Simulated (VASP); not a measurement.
Wanted: the native input for a VASP 6.6.1 run.

```
Task                   : single point
Functional             : LDA
Potentials or basis    : VASP PAW LDA potentials, release 64 (Al, Ga_d, N_h)
Cutoff                 : 1330 eV
k mesh                 : 6 × 6 × 6
Occupations            : gaussian, width 0.05 eV
Spin                   : no spin polarisation
Dipole correction      : no
Further INCAR settings : ALGO = Normal; EDIFF = 1e-06; NBANDS = 41
```

The structure of AlGa3N4 lies in POSCAR:

```
AlGa3N4
1.0
    4.3824846439      0.0515716627      0.0515716627
    0.0515716627      4.3824846439      0.0515716627
    0.0515716627      0.0515716627      4.3824846439
Al Ga N
1 3 4
Direct
    0.0000000000      0.0000000000      0.0000000000
    0.5000000000      0.5000000000      0.0000000000
    0.5000000000      0.0000000000      0.5000000000
    0.0000000000      0.5000000000      0.5000000000
    0.7548078379      0.7548078379      0.2451921621
    0.7548078379      0.2451921621      0.7548078379
    0.2451921621      0.7548078379      0.7548078379
    0.2451921621      0.2451921621      0.2451921621
```

One way to write it, as run:

INCAR

```
SYSTEM = AlGa3N4
ALGO = Normal
EDIFF = 1E-6
ENCUT = 1330
GGA_COMPAT = .FALSE.
ISIF = 2
ISMEAR = 0
LASPH = .TRUE.
LCHARG = .TRUE.
LELF = .TRUE.
LREAL = .FALSE.
LVHAR = .TRUE.
LWAVE = .FALSE.
NBANDS = 41
NELM = 120
PREC = Accurate
SIGMA = 0.05
```

KPOINTS

```
k-points
0
G
  6 6 6
  0 0 0
```

Potentials or basis: VASP PAW LDA potentials, release 64 (Al, Ga_d, N_h).

Launch:

```console
$ cat potpaw_LDA.64/Al/POTCAR potpaw_LDA.64/Ga_d/POTCAR potpaw_LDA.64/N_h/POTCAR > POTCAR
$ mpirun -np 1 vasp_std > vasp.out
```

Results of the run:

```
Pressure               : 8.1 GPa
Largest force          : 0.486 eV/Å
Band gap on the k mesh : 2.70 eV
```

Caveat: the cell stands under pressure.

Wall time 9.8 min on 1 thread of AMD EPYC 7R43 64-Core Processor (Zen 3), with other jobs on the host, peak memory 0.51 GiB.
